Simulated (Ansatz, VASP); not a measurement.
## Ru: VASP beside Ansatz

Contents of INCAR:

```
SYSTEM = Ru
  PREC = Accurate
  ENCUT = 600
  EDIFF = 1E-7
  ISMEAR = -1
  SIGMA = 0.15
  LREAL = .FALSE.
  LASPH = .TRUE.
  NELM = 60
  ALGO = Fast
  ISIF = 3
  LWAVE = .FALSE.
  LCHARG = .FALSE.
  GGA = PE
  IBRION = 2
  NSW = 80
  EDIFFG = -0.001
```

Contents of KPOINTS:

```
Automatic mesh
0
G
  18 18 10
  0 0 0
```

POSCAR

```
Ru
1.0
    2.7200250912      0.0000000000      0.0000000000
   -1.3600125456      2.3556108279      0.0000000000
    0.0000000000      0.0000000000      4.2967694965
Ru
2
Direct
    0.3333333333      0.6666666667      0.2500000000
    0.6666666667      0.3333333333      0.7500000000
```

Input for Ansatz:

```yaml
crystal:
  lattice:
    - [2.7200250913, 0.0, 0.0]
    - [-1.3600125457, 2.355610828, 0.0]
    - [0.0, 0.0, 4.2967694969]
  atoms:
    - { symbol: Ru, position: [0.3333333333, 0.6666666667, 0.25] }
    - { symbol: Ru, position: [0.6666666667, 0.3333333333, 0.75] }
basis:
  ecutwfc: 420
kpoints:
  mp_grid: { grid: [18, 18, 10] }
hamiltonian:
  xc: pbe
scf:
  occupations: { method: fermi_dirac, width: 0.15 }
output:
  forces: true
  stress: true
  eigenvalues: true
relax:
  adjacent_minimum: "off"
  f_tol: 0.001
  max_steps: 60
  cell: { stress_tol: 0.01 }
```

Alike in both runs: task relaxation of cell and atoms; functional PBE; k mesh 18 × 18 × 10; occupations fermi-dirac, width 0.15 eV; no spin polarisation.

|  | VASP | Ansatz |
| --- | --- | --- |
| version | VASP 6.6.1 | Ansatz 0.2.0 |
| potentials or method | VASP PAW PBE potentials, release 64 (Ru_pv), cutoff 600 eV | scalar-relativistic, plane waves, PAW |
| valence electrons in the cell | 28 | 32 |

Ansatz gave:

```
gap on the k mesh at the Fermi level, each at its own relaxed structure (eV)  : none
relaxed volume (Å³/atom)                                                      : 13.79
relaxed length of the cell vector where the two differ most in proportion (Å) : 2.722
```

Task: Which values does VASP return?

Result: gap on the k mesh at the Fermi level, each at its own relaxed structure (eV): none; relaxed volume (Å³/atom): 13.78; relaxed length of the cell vector where the two differ most in proportion (Å): 2.722.

A gap of «none» marks a metal or a gap that the smearing closes. VASP's potentials hold 28 valence electrons a cell and Ansatz's 32, so a difference there can come from the potentials and not from the codes.
